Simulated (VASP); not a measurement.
A run of VASP 6.6.1 is set up as follows.

File INCAR:

```
ALGO     = Normal         # electronic algorithm
EDIFF    = 1E-7           # SCF threshold, eV
ENCUT    = 520            # plane-wave cutoff, eV
GGA      = PS             # functional
ISIF     = 2              # what is computed and relaxed
ISMEAR   = 0              # smearing method
LASPH    = True           # aspherical terms in the spheres
LCHARG   = False          # write CHGCAR
LREAL    = False          # projectors in reciprocal space
LWAVE    = False          # write WAVECAR
NBANDS   = 14             # bands
NELM     = 100            # most SCF steps
PREC     = Accurate       # precision mode
SIGMA    = 0.15           # smearing width, eV
```

File KPOINTS:

```
k-points
0
Gamma
  20 20 20
```

POSCAR

```
HfN
1.0
    0.0000000000      2.1258003892      2.5509604671
    2.1258003892      0.0000000000      2.5509604671
    2.1258003892      2.1258003892      0.0000000000
Hf N
1 1
Direct
    0.0000000000      0.0000000000      0.0000000000
    0.5000000000      0.5000000000      0.5000000000
```

Potentials or basis: VASP PAW PBE potentials, release 64 (Hf_pv, N).

Run with:

```sh
$ cat potpaw_PBE.64/Hf_pv/POTCAR potpaw_PBE.64/N/POTCAR > POTCAR
$ mpirun -np 1 vasp_std > vasp.out
```

Q: What does it give for the pressure?

A: 15.5 GPa.

Stress tensor (GPa, compression positive):
```
 35.67   0.00   0.00
  0.00  35.67   0.00
  0.00   0.00 -24.99
```

Caveat: the PAW data sets were made with another functional, which shifts forces and pressure a little.
